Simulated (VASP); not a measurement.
# AlSi2N (P6/mmm) in VASP: a series of runs

AlSi2N is run at these levels: PBE; tasks: single point.

Everything below comes from runs of VASP 6.6.1. Logs are shortened: lines on timing, memory, paths and dates and some standing lists are left out, and cuts for length are marked.

## (1) The cell of the first run

The structure is hexagonal, space group P6/mmm (No. 191). Conventional cell: a = 4.484 Å, b = 4.484 Å, c = 3.501 Å, α = 90.00°, β = 90.00°, γ = 120.00°. Al (site symmetry 6/mmm) has 2 N at 1.75 Å within 2.3 Å. Within 3.6 Å of Si (site symmetry -6m2) lie 3 N at 2.59 Å and 5 Si at 2.59 to 3.50 Å and 6 Al at 3.13 Å. Within 2.3 Å of N (site symmetry 6/mmm) lie 2 Al at 1.75 Å.

The cell was generated, and may not be a known phase.

## (2) Single point, PBE

Input file INCAR:

```
SYSTEM = AlSi2N
PREC = Accurate ; ENCUT = 600
EDIFF = 1E-6 ; ISMEAR = 0
SIGMA = 0.2 ; LREAL = .False.
LASPH = .True. ; NELM = 120
ALGO = Normal ; ISIF = 2
LWAVE = .False. ; LCHARG = .False.
GGA = PE ; NBANDS = 16
GGA_COMPAT = .False.
```

Input file KPOINTS:

```
Automatic mesh
0
Gamma
  5 5 6
  0 0 0
```

Input file POSCAR:

```
AlSi2N
1.0
    4.4841098913     -0.0000000028      0.0000000000
   -2.2420549432      3.8833530807      0.0000000000
    0.0000000000      0.0000000000      3.5008290439
Al Si N
1 2 1
Direct
    0.0000000000      0.0000000000      0.0000000000
    0.3333333333      0.6666666667      0.5000000000
    0.6666666667      0.3333333333      0.5000000000
    0.0000000000      0.0000000000      0.5000000000
```

Potentials or basis: VASP PAW PBE potentials, release 64 (Al, Si, N).

Command:

```sh
$ cat potpaw_PBE.64/Al/POTCAR potpaw_PBE.64/Si/POTCAR potpaw_PBE.64/N/POTCAR > POTCAR
$ mpirun -np 1 vasp_std > vasp.out
```

OUTCAR:

```text
SYSTEM = AlSi2N
   PREC = Accurate
   ENCUT = 600
   EDIFF = 1E-6
   ISMEAR = 0
   LREAL = .False.
   LASPH = .True.
   NELM = 120
   ISIF = 2
   GGA = PE

 ion  position               nearest neighbor table
   1  0.000  0.000  0.000-   4 1.75   4 1.75   2 3.13   2 3.13   3 3.13   3 3.13   3 3.13   3 3.13
                             2 3.13   2 3.13   3 3.13   3 3.13   2 3.13   2 3.13
   2  0.333  0.667  0.500-   3 2.59   3 2.59   3 2.59   1 3.13   1 3.13   1 3.13   1 3.13   1 3.13
                             1 3.13
   3  0.667  0.333  0.500-   2 2.59   2 2.59   2 2.59   1 3.13   1 3.13   1 3.13   1 3.13   1 3.13
                             1 3.13
   4  0.000  0.000  0.500-   1 1.75   1 1.75

  LATTYP: Found a hexagonal cell.
 ALAT       =     4.4841098913
 C/A-ratio  =     0.7807188336

  Lattice vectors:

 A1 = (   4.4841098913,  -0.0000000028,   0.0000000000)
 A2 = (  -2.2420549432,   3.8833530807,   0.0000000000)
 A3 = (   0.0000000000,   0.0000000000,   3.5008290439)

Analysis of symmetry for initial positions (statically):
=====================================================================
 Subroutine PRICEL returns:
 Original cell was already a primitive cell.

 Routine SETGRP: Setting up the symmetry group for a
 hexagonal supercell.

 Subroutine GETGRP returns: Found 24 space group operations
 (whereof 24 operations were pure point group operations)
 out of a pool of 24 trial point group operations.

The static configuration has the point symmetry D_6h.

Analysis of symmetry for dynamics (positions and initial velocities):
=====================================================================
 Subroutine PRICEL returns:
 Original cell was already a primitive cell.

 Routine SETGRP: Setting up the symmetry group for a
 hexagonal supercell.

 Subroutine GETGRP returns: Found 24 space group operations
 (whereof 24 operations were pure point group operations)
 out of a pool of 24 trial point group operations.

The dynamic configuration has the point symmetry D_6h.

 Subroutine INISYM returns: Found 24 space group operations
 (whereof 24 operations are pure point group operations),
 and found     1 'primitive' translations

----------------------------------------------------------------------------------------

                                     Primitive cell

  volume of cell :      60.9613

  direct lattice vectors                    reciprocal lattice vectors
     4.484109891 -0.000000003  0.000000000     0.223009700  0.128754710  0.000000000
    -2.242054943  3.883353081  0.000000000     0.000000000  0.257509420  0.000000000
     0.000000000  0.000000000  3.500829044     0.000000000  0.000000000  0.285646625

  length of vectors
     4.484109891  4.484109891  3.500829044     0.257509420  0.257509420  0.285646625

  position of ions in fractional coordinates (direct lattice)
     0.000000000  0.000000000  0.000000000
     0.333333333  0.666666667  0.500000000
     0.666666667  0.333333333  0.500000000
     0.000000000  0.000000000  0.500000000

  ion indices of the primitive-cell ions
   primitive index   ion index
                 1           1
                 2           2
                 3           3
                 4           4

----------------------------------------------------------------------------------------

 KPOINTS: Automatic mesh

Automatic generation of k-mesh.
 Grid dimensions read from file:
 generate k-points for:    5    5    6

 Generating k-lattice:

  Cartesian coordinates                     Fractional coordinates (reciprocal lattice)
     0.044601940  0.025750942  0.000000000     0.200000000  0.000000000  0.000000000
     0.000000000  0.051501884  0.000000000     0.000000000  0.200000000  0.000000000
     0.000000000  0.000000000  0.047607771     0.000000000  0.000000000  0.166666667

  Length of vectors
     0.051501884  0.051501884  0.047607771

  Shift w.r.t. Gamma in fractional coordinates (k-lattice)
     0.000000000  0.000000000  0.000000000

 Subroutine IBZKPT returns following result:
 ===========================================

 Found     20 irreducible k-points:

 Following reciprocal coordinates:
            Coordinates               Weight
  0.000000  0.000000  0.000000      1.000000
  0.200000 -0.000000  0.000000      6.000000
  0.400000 -0.000000  0.000000      6.000000
  0.200000  0.200000  0.000000      6.000000
  0.400000  0.200000  0.000000      6.000000
  0.000000  0.000000  0.166667      2.000000
[... 12 lines left out ...]
  0.200000  0.200000  0.500000      6.000000
  0.400000  0.200000  0.500000      6.000000
   k-points           NKPTS =     20   k-points in BZ     NKDIM =     20   number of bands    NBANDS=     16
   number of dos      NEDOS =    301   number of ions     NIONS =      4
   total plane-waves  NPLWV =  36288
   dimension x,y,z NGX =    36 NGY =   36 NGZ =   28
   dimension x,y,z NGXF=    72 NGYF=   72 NGZF=   56
   ions per type =               1   2   1
   NGX,Y,Z   is equivalent  to a cutoff of  13.35, 13.35, 13.30 a.u.
   NGXF,Y,Z  is equivalent  to a cutoff of  26.69, 26.69, 26.59 a.u.
 SYSTEM =  AlSi2N
   PREC   = accura    normal or accurate (medium, high low for compatibility)
   ISTART =      0    job   : 0-new  1-cont  2-samecut
   ICHARG =      2    charge: 1-file 2-atom 10-const
   ISPIN  =      1    spin polarized calculation?
   LNONCOLLINEAR =      F non collinear calculations
   LSORBIT =      F    spin-orbit coupling
   LASPH  =      T    aspherical Exc in radial PAW
   ENCUT  =  600.0 eV  44.10 Ry    6.64 a.u.   8.96  8.96  6.99*2*pi/ulx,y,z
   NELM   =    120;   NELMIN=  2; NELMDL= -5     # of ELM steps
   EDIFF  = 0.1E-05   stopping-criterion for ELM
   LREAL  =      F    real-space projection
   EDIFFG = 0.1E-04   stopping-criterion for IOM
   NSW    =      0    number of steps for IOM
   IBRION =     -1    ionic relax: 0-MD 1-quasi-New 2-CG
   NFREE  =      0    steps in history (QN), initial steepest desc. (CG)
   ISIF   =      2    stress and relaxation
   ISYM   =      2    0-nonsym 1-usesym 2-fastsym
   POTIM  = 0.5000    time-step for ionic-motion
   TEBEG  =    0.0;   TEEND  =   0.0 temperature during run
   PSTRESS=    0.0 pullay stress
   NELECT =      16.0000    total number of electrons
   NUPDOWN=      -1.0000    fix difference up-down
   EMIN   =  10.00;   EMAX   =-10.00  energy-range for DOS
   EFERMI =   0.00;   METHOD = LEGACY
   ISMEAR =     0;   SIGMA  =   0.20  broadening in eV -4-tet -1-fermi 0-gaus
   EFERMI_NEDOS =   21; number of points for ismear=-14 and -15
   IALGO  =     38    algorithm
   IMIX   =      4    mixing-type and parameters
     AMIX     =   0.40;   BMIX     =  1.00
     AMIX_MAG =   1.60;   BMIX_MAG =  1.00
  volume/ion in A,a.u.               =      15.24       102.85
  Fermi-wavevector in a.u.,A,eV,Ry     =   1.048166  1.980747 14.948073  1.098652
  Thomas-Fermi vector in A             =   2.183077
   LORBIT       =      0    0 simple, 1 ext, 2 COOP (PROOUT), +10 PAW based schemes
   GGA     = PE    functional components
   LHFCALC =     F    Hartree Fock is set to
   AEXX    =    0.0000 exact exchange contribution
   IVDW    =     0    specifies the selected vdW correction
   LEPSILON=     F    determine dielectric tensor
   LRPA    =     F    only Hartree local field effects (RPA)
 non-spin polarized calculation
 Gauss-broadening in eV      SIGMA  =   0.20
  energy-cutoff  :      600.00
  volume of cell :       60.96
 maximum number of plane-waves:      2055
 NGX is ok and might be reduce to    36
   NGX = 17   NGY = 17   NGZ = 13

 number of electron      16.0000002 magnetization

 Free energy of the ion-electron system (eV)
  ---------------------------------------------------
  ext. energy  EPLUGINS =         0.00000000
  ---------------------------------------------------
  free energy    TOTEN  =       -20.18706344 eV

  energy without entropy =      -20.15402147  energy(sigma->0) =      -20.17054245

 E-fermi :   7.2744     XC(G=0): -10.2770

 val. band max:        7.2662860949   @ k =   0.2000   0.2000   0.3333
 cond. band min:       7.2829603984   @ k =   0.4000  -0.0000   0.0000
 fundamental gap:      0.0166743035
 Fermi energy:         7.2744193970

 k-point     1 :       0.0000    0.0000    0.0000
  band No.  band energies     occupation
      1      -9.0366      2.00000
      2      -1.8857      2.00000
      3       1.6503      2.00000
      4       2.0281      2.00000
      5       2.0281      2.00000
      6       4.2086      2.00000
[... 8 lines left out ...]
     15      16.4816      0.00000
     16      16.4817      0.00000

 k-point     2 :       0.2000   -0.0000    0.0000
  band No.  band energies     occupation
      1      -8.9088      2.00000
      2      -2.3091      2.00000
      3       1.3389      2.00000
      4       1.4676      2.00000
      5       1.7201      2.00000
      6       3.5032      2.00000
[... 8 lines left out ...]
     15      15.1499      0.00000
     16      15.2503      0.00000

 k-point     3 :       0.4000   -0.0000    0.0000
  band No.  band energies     occupation
      1      -8.6784      2.00000
      2      -2.9123      2.00000
      3       0.1913      2.00000
      4       0.9207      2.00000
      5       1.8387      2.00000
      6       5.2626      2.00000
[... 8 lines left out ...]
     15      13.4415      0.00000
     16      14.3949      0.00000

 k-point     4 :       0.2000    0.2000    0.0000
  band No.  band energies     occupation
      1      -8.7265      2.00000
      2      -2.6665      2.00000
      3      -0.5541      2.00000
      4       1.8149      2.00000
      5       2.7124      2.00000
      6       3.6082      2.00000
[... 8 lines left out ...]
     15      14.0131      0.00000
     16      15.3705      0.00000

 k-point     5 :       0.4000    0.2000    0.0000
  band No.  band energies     occupation
      1      -8.6041      2.00000
      2      -2.7332      2.00000
      3      -1.4390      2.00000
      4       1.8756      2.00000
      5       2.8150      2.00000
      6       5.4964      2.00000
[... 8 lines left out ...]
     15      14.3143      0.00000
     16      15.3372      0.00000

 k-point     6 :       0.0000    0.0000    0.1667
  band No.  band energies     occupation
      1      -8.8934      2.00000
      2      -1.7267      2.00000
      3       0.8878      2.00000
      4       2.1744      2.00000
      5       2.1744      2.00000
      6       4.4740      2.00000
[... 8 lines left out ...]
     15      14.1824      0.00000
     16      14.7381      0.00000
[... 191 lines left out ...]
 k-point    17 :       0.2000   -0.0000    0.5000
  band No.  band energies     occupation
      1      -8.2880      2.00000
      2      -1.1888      2.00000
      3      -1.1052      2.00000
      4       2.2422      2.00000
      5       2.4649      2.00000
      6       3.8077      2.00000
[... 8 lines left out ...]
     15      13.4964      0.00000
     16      13.9941      0.00000

 k-point    18 :       0.4000   -0.0000    0.5000
  band No.  band energies     occupation
      1      -8.1064      2.00000
      2      -1.7144      2.00000
      3      -0.7053      2.00000
      4       1.5063      2.00000
      5       1.7532      2.00000
      6       3.0024      2.00000
[... 8 lines left out ...]
     15      14.5348      0.00000
     16      15.3845      0.00000

 k-point    19 :       0.2000    0.2000    0.5000
  band No.  band energies     occupation
      1      -8.1436      2.00000
      2      -1.4724      2.00000
      3      -0.8191      2.00000
      4       0.5596      2.00000
      5       3.3367      2.00000
      6       3.7490      2.00000
[... 8 lines left out ...]
     15      14.1807      0.00000
     16      15.8514      0.00000

 k-point    20 :       0.4000    0.2000    0.5000
  band No.  band energies     occupation
      1      -8.0486      2.00000
      2      -1.5369      2.00000
      3      -0.5314      2.00000
      4      -0.2733      2.00000
      5       3.1151      2.00000
      6       3.8540      2.00000
[... 8 lines left out ...]
     15      15.2174      0.00000
     16      16.2181      0.00000

------------------------ aborting loop because EDIFF is reached ----------------------------------------

  FORCE on cell =-STRESS in cart. coord.  units (eV):
  Direction    XX          YY          ZZ          XY          YZ          ZX
  --------------------------------------------------------------------------------------
  -------------------------------------------------------------------------------------
  Total       -0.0337270     -0.0337270      0.0077226     -0.0000000      0.0000000      0.0000000
  in kB       -0.8864098     -0.8864098      0.2029654     -0.0000000      0.0000000      0.0000000
  external PRESSURE =      -0.5232847 kB  Pullay stress =       0.0000000 kB

 VOLUME and BASIS-vectors are now :
 -----------------------------------------------------------------------------
  energy-cutoff  :      600.00
  volume of cell :       60.96
      direct lattice vectors                 reciprocal lattice vectors
     4.484109891 -0.000000003  0.000000000     0.223009700  0.128754710  0.000000000
    -2.242054943  3.883353081  0.000000000     0.000000000  0.257509420  0.000000000
     0.000000000  0.000000000  3.500829044     0.000000000  0.000000000  0.285646625

 POSITION                                       TOTAL-FORCE (eV/Angst)
 -----------------------------------------------------------------------------------
      0.00000      0.00000      0.00000         0.000000      0.000000      0.000000
      0.00000      2.58890      1.75041        -0.000000     -0.000000      0.000000
      2.24205      1.29445      1.75041         0.000000      0.000000      0.000000
      0.00000      0.00000      1.75041         0.000000      0.000000      0.000000
 -----------------------------------------------------------------------------------
    total drift:                                0.000000     -0.000000     -0.000000

  FREE ENERGIE OF THE ION-ELECTRON SYSTEM (eV)
  ---------------------------------------------------
  free  energy   TOTEN  =       -20.1870634437 eV

  energy  without entropy=      -20.1540214652  energy(sigma->0) =      -20.17054245
```

Wall time 32 s (1 thread of Intel Xeon 8259CL, shared host); peak memory 0.19 GiB.

Results:

```
Free energy            : -20.1871 eV
Pressure               : -0.1 GPa
Band gap on the k mesh : zero (bands 8 and 9 overlap by 3.50 eV)
```

Levels at points of the mesh, in eV from the Fermi level:
| k point | band 4 | band 5 | band 6 | band 7 | band 8 | band 9 | band 10 | band 11 | band 12 | band 13 |
| --- | --- | --- | --- | --- | --- | --- | --- | --- | --- | --- |
| (0.00, 0.00, 0.00) | -5.25 | -5.25 | -3.07 | -2.91 | -2.91 | 0.36 | 1.25 | 4.89 | 4.89 | 5.75 |
| (0.00, 0.00, 0.50) | -4.57 | -4.57 | -3.04 | -1.90 | -1.90 | -1.52 | 1.43 | 1.98 | 1.98 | 3.69 |

## (3) Single point, PBE

This run uses another cell than the first one, of 15.53 Å³/atom.

Input file INCAR:

```
  PREC = Accurate
  ENCUT = 600
  EDIFF = 1E-6
  ISMEAR = 0
  SIGMA = 0.2
  LREAL = False
  LASPH = True
  NELM = 120
  ALGO = Normal
  ISIF = 2
  LWAVE = False
  LCHARG = False
  GGA = PE
  NBANDS = 16
  GGA_COMPAT = False
```

Input file KPOINTS:

```
Automatic mesh
0
Gamma
  6 6 4
```

Input file POSCAR:

```
AlSi2N
1.0
    4.5447431667     -0.0000000033      0.0000000000
   -2.2723715805      3.9358630377      0.0000000000
    0.0000000000      0.0000000000      3.4718240930
Al Si N
1 2 1
Direct
    0.0000000000      0.0000000000      0.5000000000
    0.3333333333      0.6666666667      0.0000000000
    0.6666666667      0.3333333333      0.0000000000
    0.0000000000      0.0000000000      0.0000000000
```

Potentials or basis: VASP PAW PBE potentials, release 64 (Al, Si, N).

Command:

```sh
$ cat potpaw_PBE.64/Al/POTCAR potpaw_PBE.64/Si/POTCAR potpaw_PBE.64/N/POTCAR > POTCAR
$ mpirun -np 1 vasp_std > vasp.out
```

Run time: 35 s. Hardware: 1 thread of Intel Xeon 8259CL, shared host; peak memory 0.19 GiB.

It converged, with:

```
Free energy            : -20.1968 eV
Pressure               : -0.1 GPa
Band gap on the k mesh : zero (bands 8 and 9 overlap by 3.64 eV)
```

Stress tensor (GPa, compression positive):
```
 0.04  0.00  0.00
 0.00  0.04  0.00
 0.00  0.00 -0.32
```

Levels at points of the mesh, in eV from the Fermi level:
```csv
k point,band 5,band 6,band 7,band 8,band 9,band 10,band 11,band 12
"(0.00, 0.00, 0.00)",-4.97,-3.15,-2.70,-2.70,0.80,1.57,4.96,4.96
"(0.50, 0.00, 0.00)",-5.15,-1.19,-0.29,0.51,1.60,2.97,3.52,3.95
"(0.00, 0.00, 0.50)",-4.25,-2.92,-1.63,-1.63,-1.55,1.39,2.14,2.14
"(0.50, 0.00, 0.50)",-5.22,-4.19,-1.58,-0.71,0.59,1.05,2.21,3.58
```

Caveat: the k points lie up to 0.45 Å⁻¹ apart, too coarse for converged energies and pressures of a metal.

The gap in the log of VASP goes by the Fermi energy; the results here count the filled bands.